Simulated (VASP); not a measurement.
A run of VASP 6.6.1:

The input INCAR:

```
PREC = Accurate
ENCUT = 600
EDIFF = 1E-6
ISMEAR = -1
SIGMA = 0.08
LREAL = False
LASPH = True
NELM = 80
ALGO = Normal
ISIF = 3
LWAVE = False
LCHARG = False
IBRION = 2
NSW = 60
EDIFFG = -0.005
PSTRESS = 35.0
```

The input KPOINTS:

```
regular mesh
0
Gamma
  7 7 9
```

Contents of POSCAR:

```
La
1.0
    5.5069044237      0.0000000000      0.0000000000
   -2.7534522118      4.7691191271      0.0000000000
    0.0000000000      0.0000000000      3.4142807427
La
3
Direct
    0.0000000000      0.0000000000      0.0000000000
    0.3333333333      0.6666666667      0.5000000000
    0.6666666667      0.3333333333      0.5000000000
```

Potentials or basis: VASP PAW LDA potentials, release 64 (La).

Command:

```bash
$ cat potpaw_LDA.64/La/POTCAR > POTCAR
$ mpirun -np 1 vasp_std > vasp.out
```

Hardware: 1 thread of Intel(R) Xeon(R) Platinum 8259CL CPU @ 2.50GHz (Skylake/Cascade Lake) (shared host).

Question: Estimate the wall time of this run.

Answer: Run time: 5.6 min on 1 thread of Intel(R) Xeon(R) Platinum 8259CL CPU @ 2.50GHz (Skylake/Cascade Lake), with other jobs on the host, peak memory 0.26 GiB. Counts: scf iterations 43, k points 40, ion steps 5.
